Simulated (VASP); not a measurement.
# Sr3Cl4 (Pm-3m) in VASP: single point with PBEsol

Aim: the single point of Sr3Cl4 with PBEsol.

Everything below comes from runs of VASP 6.6.1. Logs are shortened: lines on timing, memory, paths and dates and some standing lists are left out, and cuts for length are marked.

## Step 1: The cell of the first run

The structure is cubic, space group Pm-3m (No. 221). Conventional cell: a = 5.972 Å, b = 5.972 Å, c = 5.972 Å, α = 90.00°, β = 90.00°, γ = 90.00°. Sr (site symmetry 4/mmm) has 6 Cl at 2.99 Å within 3.9 Å. Within 3.9 Å of Cl (site symmetry 4/mmm) lie 4 Sr at 2.99 Å. Within 3.9 Å of Cl (site symmetry m-3m) lie 6 Sr at 2.99 Å.

## Step 2: Single point, PBEsol

File POSCAR:

```
Sr3Cl4
1.0
    5.9715171830      0.0000000000      0.0000000000
    0.0000000000      5.9715171830      0.0000000000
    0.0000000000      0.0000000000      5.9715171830
Sr Cl
3 4
Direct
    0.5000000000      0.0000000000      0.0000000000
    0.0000000000      0.5000000000      0.0000000000
    0.0000000000      0.0000000000      0.5000000000
    0.0000000000      0.5000000000      0.5000000000
    0.5000000000      0.0000000000      0.5000000000
    0.5000000000      0.5000000000      0.0000000000
    0.0000000000      0.0000000000      0.0000000000
```

File INCAR.step1:

```
SYSTEM = Sr3Cl4
PREC = Accurate
ENCUT = 520
EDIFF = 1E-7
ISMEAR = 0
SIGMA = 0.1
LREAL = .False.
LASPH = .True.
NELM = 80
ALGO = Normal
ISIF = 2
LWAVE = .False.
LCHARG = .True.
GGA = PS
NBANDS = 38
```

File KPOINTS.step1:

```
regular mesh
0
Gamma
  6 6 6
  0 0 0
```

File INCAR.step2:

```
SYSTEM = Sr3Cl4
PREC = Accurate
ENCUT = 520
EDIFF = 1E-7
ISMEAR = -5
SIGMA = 0.1
LREAL = .False.
LASPH = .True.
NELM = 80
ALGO = Normal
ISIF = 2
LWAVE = .False.
LCHARG = .False.
GGA = PS
LORBIT = 11
NEDOS = 1001
ICHARG = 11
```

File KPOINTS.step2:

```
regular mesh
0
Gamma
  9 9 9
  0 0 0
```

Potentials or basis: VASP PAW PBE potentials, release 64 (Sr_sv, Cl).

The run is started by

```bash
cat potpaw_PBE.64/Sr_sv/POTCAR potpaw_PBE.64/Cl/POTCAR > POTCAR
cp INCAR.step1 INCAR
cp KPOINTS.step1 KPOINTS
mpirun -np 1 vasp_std > vasp.out
cp INCAR.step2 INCAR
cp KPOINTS.step2 KPOINTS
mpirun -np 1 vasp_std > vasp.out
```

OUTCAR:

```text
SYSTEM = Sr3Cl4
   PREC = Accurate
   ENCUT = 520
   EDIFF = 1E-7
   ISMEAR = -5
   LREAL = .False.
   LASPH = .True.
   NELM = 80
   ISIF = 2
   GGA = PS
   LORBIT = 11
   ICHARG = 11

 ion  position               nearest neighbor table
   1  0.500  0.000  0.000-   5 2.99   6 2.99   7 2.99   5 2.99   6 2.99   7 2.99   3 4.22   2 4.22
                             2 4.22   2 4.22   3 4.22   3 4.22   3 4.22   2 4.22
   2  0.000  0.500  0.000-   4 2.99   6 2.99   7 2.99   4 2.99   7 2.99   6 2.99   3 4.22   1 4.22
                             3 4.22   1 4.22   3 4.22   1 4.22   3 4.22   1 4.22
   3  0.000  0.000  0.500-   4 2.99   5 2.99   7 2.99   7 2.99   4 2.99   5 2.99   2 4.22   2 4.22
                             2 4.22   1 4.22   2 4.22   1 4.22   1 4.22   1 4.22
   4  0.000  0.500  0.500-   2 2.99   3 2.99   2 2.99   3 2.99
   5  0.500  0.000  0.500-   1 2.99   3 2.99   1 2.99   3 2.99
   6  0.500  0.500  0.000-   1 2.99   2 2.99   1 2.99   2 2.99
   7  0.000  0.000  0.000-   1 2.99   2 2.99   3 2.99   3 2.99   2 2.99   1 2.99

  LATTYP: Found a simple cubic cell.
 ALAT       =     5.9715171830

  Lattice vectors:

 A1 = (   5.9715171830,   0.0000000000,   0.0000000000)
 A2 = (   0.0000000000,   5.9715171830,   0.0000000000)
 A3 = (   0.0000000000,   0.0000000000,   5.9715171830)

Analysis of symmetry for initial positions (statically):
=====================================================================
 Subroutine PRICEL returns:
 Original cell was already a primitive cell.

 Routine SETGRP: Setting up the symmetry group for a
 simple cubic supercell.

 Subroutine GETGRP returns: Found 48 space group operations
 (whereof 48 operations were pure point group operations)
 out of a pool of 48 trial point group operations.

The static configuration has the point symmetry O_h .

Analysis of symmetry for dynamics (positions and initial velocities):
=====================================================================
 Subroutine PRICEL returns:
 Original cell was already a primitive cell.

 Routine SETGRP: Setting up the symmetry group for a
 simple cubic supercell.

 Subroutine GETGRP returns: Found 48 space group operations
 (whereof 48 operations were pure point group operations)
 out of a pool of 48 trial point group operations.

The dynamic configuration has the point symmetry O_h .

 Subroutine INISYM returns: Found 48 space group operations
 (whereof 48 operations are pure point group operations),
 and found     1 'primitive' translations

----------------------------------------------------------------------------------------

                                     Primitive cell

  volume of cell :     212.9384

  direct lattice vectors                    reciprocal lattice vectors
     5.971517183  0.000000000  0.000000000     0.167461630  0.000000000  0.000000000
     0.000000000  5.971517183  0.000000000     0.000000000  0.167461630  0.000000000
     0.000000000  0.000000000  5.971517183     0.000000000  0.000000000  0.167461630

  length of vectors
     5.971517183  5.971517183  5.971517183     0.167461630  0.167461630  0.167461630

  position of ions in fractional coordinates (direct lattice)
     0.500000000  0.000000000  0.000000000
     0.000000000  0.500000000  0.000000000
     0.000000000  0.000000000  0.500000000
     0.000000000  0.500000000  0.500000000
     0.500000000  0.000000000  0.500000000
     0.500000000  0.500000000  0.000000000
     0.000000000  0.000000000  0.000000000

  ion indices of the primitive-cell ions
   primitive index   ion index
                 1           1
                 2           2
                 3           3
                 4           4
                 5           5
                 6           6
                 7           7

----------------------------------------------------------------------------------------

 KPOINTS: regular mesh

Automatic generation of k-mesh.
 Grid dimensions read from file:
 generate k-points for:    9    9    9

 Generating k-lattice:

  Cartesian coordinates                     Fractional coordinates (reciprocal lattice)
     0.018606848  0.000000000  0.000000000     0.111111111  0.000000000  0.000000000
     0.000000000  0.018606848  0.000000000     0.000000000  0.111111111  0.000000000
     0.000000000  0.000000000  0.018606848     0.000000000  0.000000000  0.111111111

  Length of vectors
     0.018606848  0.018606848  0.018606848

  Shift w.r.t. Gamma in fractional coordinates (k-lattice)
     0.000000000  0.000000000  0.000000000

 TETIRR: Found    353 inequivalent tetrahedra from     4374

 Subroutine IBZKPT returns following result:
 ===========================================

 Found     35 irreducible k-points:

 Following reciprocal coordinates:
            Coordinates               Weight
  0.000000  0.000000  0.000000      1.000000
  0.111111  0.000000  0.000000      6.000000
  0.222222  0.000000  0.000000      6.000000
  0.333333  0.000000  0.000000      6.000000
  0.444444  0.000000  0.000000      6.000000
  0.111111  0.111111  0.000000     12.000000
[... 16 lines left out ...]
  0.333333  0.333333  0.111111     24.000000
  0.444444  0.333333  0.111111     48.000000
 [... further k-points ...]
   k-points           NKPTS =     35   k-points in BZ     NKDIM =     35   number of bands    NBANDS=     34
   number of dos      NEDOS =   1001   number of ions     NIONS =      7
   total plane-waves  NPLWV = 110592
   dimension x,y,z NGX =    48 NGY =   48 NGZ =   48
   dimension x,y,z NGXF=    96 NGYF=   96 NGZF=   96
   ions per type =               3   4
   NGX,Y,Z   is equivalent  to a cutoff of  13.36, 13.36, 13.36 a.u.
   NGXF,Y,Z  is equivalent  to a cutoff of  26.73, 26.73, 26.73 a.u.
 SYSTEM =  Sr3Cl4
   PREC   = accura    normal or accurate (medium, high low for compatibility)
   ISTART =      0    job   : 0-new  1-cont  2-samecut
   ICHARG =     11    charge: 1-file 2-atom 10-const
   ISPIN  =      1    spin polarized calculation?
   LNONCOLLINEAR =      F non collinear calculations
   LSORBIT =      F    spin-orbit coupling
   LASPH  =      T    aspherical Exc in radial PAW
   ENCUT  =  520.0 eV  38.22 Ry    6.18 a.u.  11.10 11.10 11.10*2*pi/ulx,y,z
   NELM   =     80;   NELMIN=  2; NELMDL=  0     # of ELM steps
   EDIFF  = 0.1E-06   stopping-criterion for ELM
   LREAL  =      F    real-space projection
   EDIFFG = 0.1E-05   stopping-criterion for IOM
   NSW    =      0    number of steps for IOM
   IBRION =     -1    ionic relax: 0-MD 1-quasi-New 2-CG
   NFREE  =      0    steps in history (QN), initial steepest desc. (CG)
   ISIF   =      2    stress and relaxation
   ISYM   =      2    0-nonsym 1-usesym 2-fastsym
   POTIM  = 0.5000    time-step for ionic-motion
   TEBEG  =    0.0;   TEEND  =   0.0 temperature during run
   PSTRESS=    0.0 pullay stress
   NELECT =      58.0000    total number of electrons
   NUPDOWN=      -1.0000    fix difference up-down
   EMIN   =  10.00;   EMAX   =-10.00  energy-range for DOS
   EFERMI =   0.00;   METHOD = LEGACY
   ISMEAR =    -5;   SIGMA  =   0.10  broadening in eV -4-tet -1-fermi 0-gaus
   EFERMI_NEDOS =   21; number of points for ismear=-14 and -15
   IALGO  =     38    algorithm
   IMIX   =      4    mixing-type and parameters
     AMIX     =   0.40;   BMIX     =  1.00
     AMIX_MAG =   1.60;   BMIX_MAG =  1.00
  volume/ion in A,a.u.               =      30.42       205.28
  Fermi-wavevector in a.u.,A,eV,Ry     =   1.061205  2.005388 15.322297  1.126157
  Thomas-Fermi vector in A             =   2.196613
   LORBIT       =     11    0 simple, 1 ext, 2 COOP (PROOUT), +10 PAW based schemes
   GGA     = PS    functional components
   LHFCALC =     F    Hartree Fock is set to
   AEXX    =    0.0000 exact exchange contribution
   IVDW    =     0    specifies the selected vdW correction
   LEPSILON=     F    determine dielectric tensor
   LRPA    =     F    only Hartree local field effects (RPA)
 non-spin polarized calculation
 Fermi weights with tetrahedron method with Bloechl corrections
  energy-cutoff  :      520.00
  volume of cell :      212.94
 maximum number of plane-waves:      5754
 NGX is ok and might be reduce to    48

 number of electron      57.9999990 magnetization

 Free energy of the ion-electron system (eV)
  ---------------------------------------------------
  ext. energy  EPLUGINS =         0.00000000
  ---------------------------------------------------
  free energy    TOTEN  =       -26.93918717 eV

  energy without entropy =      -26.93918717  energy(sigma->0) =      -26.93918717

 E-fermi :   4.4805     XC(G=0):  -8.4441

 val. band max:        4.4437294910   @ k =   0.3333   0.1111   0.0000
 cond. band min:       4.4373172104   @ k =   0.2222   0.2222   0.1111
 fundamental gap:     -0.0064122806
 Fermi energy:         4.4805402227

 k-point     1 :       0.0000    0.0000    0.0000
  band No.  band energies     occupation
      1     -32.6691      2.00000
      2     -32.6478      2.00000
      3     -32.6478      2.00000
      4     -14.8811      2.00000
      5     -14.8811      2.00000
      6     -14.8811      2.00000
[... 26 lines left out ...]
     33       6.1194      0.00000
     34       6.2259      0.00000

 k-point     2 :       0.1111    0.0000    0.0000
  band No.  band energies     occupation
      1     -32.6685      2.00000
      2     -32.6483      2.00000
      3     -32.6477      2.00000
      4     -14.9347      2.00000
      5     -14.8778      2.00000
      6     -14.8778      2.00000
[... 806 lines left out ...]
 k-point    24 :       0.4444    0.3333    0.1111
  band No.  band energies     occupation
      1     -32.6583      2.00000
      2     -32.6541      2.00000
      3     -32.6511      2.00000
      4     -15.4632      2.00000
      5     -15.1085      2.00000
      6     -14.9712      2.00000
[... 26 lines left out ...]
     33       5.9599      0.00000
     34       6.0942      0.00000

 [... further k-points ...]

------------------------ aborting loop because EDIFF is reached ----------------------------------------

  FORCE on cell =-STRESS in cart. coord.  units (eV):
  Direction    XX          YY          ZZ          XY          YZ          ZX
  --------------------------------------------------------------------------------------
  -------------------------------------------------------------------------------------
  Total       -2.4584574     -2.4584574     -2.4584574     -0.0000000      0.0000000     -0.0000000
  in kB      -18.4977627    -18.4977627    -18.4977627     -0.0000000      0.0000000     -0.0000000
  external PRESSURE =     -18.4977627 kB  Pullay stress =       0.0000000 kB

 VOLUME and BASIS-vectors are now :
 -----------------------------------------------------------------------------
  energy-cutoff  :      520.00
  volume of cell :      212.94
      direct lattice vectors                 reciprocal lattice vectors
     5.971517183  0.000000000  0.000000000     0.167461630  0.000000000  0.000000000
     0.000000000  5.971517183  0.000000000     0.000000000  0.167461630  0.000000000
     0.000000000  0.000000000  5.971517183     0.000000000  0.000000000  0.167461630

 POSITION                                       TOTAL-FORCE (eV/Angst)
 -----------------------------------------------------------------------------------
      2.98576      0.00000      0.00000         0.000000      0.000000      0.000000
      0.00000      2.98576      0.00000         0.000000      0.000000      0.000000
      0.00000      0.00000      2.98576         0.000000      0.000000      0.000000
      0.00000      2.98576      2.98576         0.000000      0.000000      0.000000
      2.98576      0.00000      2.98576         0.000000      0.000000      0.000000
      2.98576      2.98576      0.00000         0.000000      0.000000      0.000000
      0.00000      0.00000      0.00000         0.000000      0.000000      0.000000
 -----------------------------------------------------------------------------------
    total drift:                                0.000000      0.000000      0.000000

  FREE ENERGIE OF THE ION-ELECTRON SYSTEM (eV)
  ---------------------------------------------------
  free  energy   TOTEN  =       -26.9391871699 eV

  energy  without entropy=      -26.9391871699  energy(sigma->0) =      -26.93918717

 total charge

# of ion       s       p       d       tot
------------------------------------------
    1        2.001   5.724   0.271   7.996
    2        2.001   5.724   0.271   7.996
    3        2.001   5.724   0.271   7.996
    4        1.584   3.514   0.000   5.097
    5        1.584   3.514   0.000   5.097
    6        1.584   3.514   0.000   5.097
    7        1.589   3.498   0.000   5.087
--------------------------------------------------
tot         12.343  31.210   0.813  44.366
```

Run time: 2.7 min. Hardware: 1 thread of Intel Xeon 6975P-C (Granite Rapids), shared host; peak memory 0.41 GiB.

Results:

| Property | Result |
| --- | --- |
| Valence electrons inside the program's atomic spheres | Sr 8.00; Cl 5.10, 5.09 (each value once) |

Caveat: the PAW data sets were made with another functional, which shifts forces and pressure a little; tetrahedron occupations give inexact forces and stress in metals.
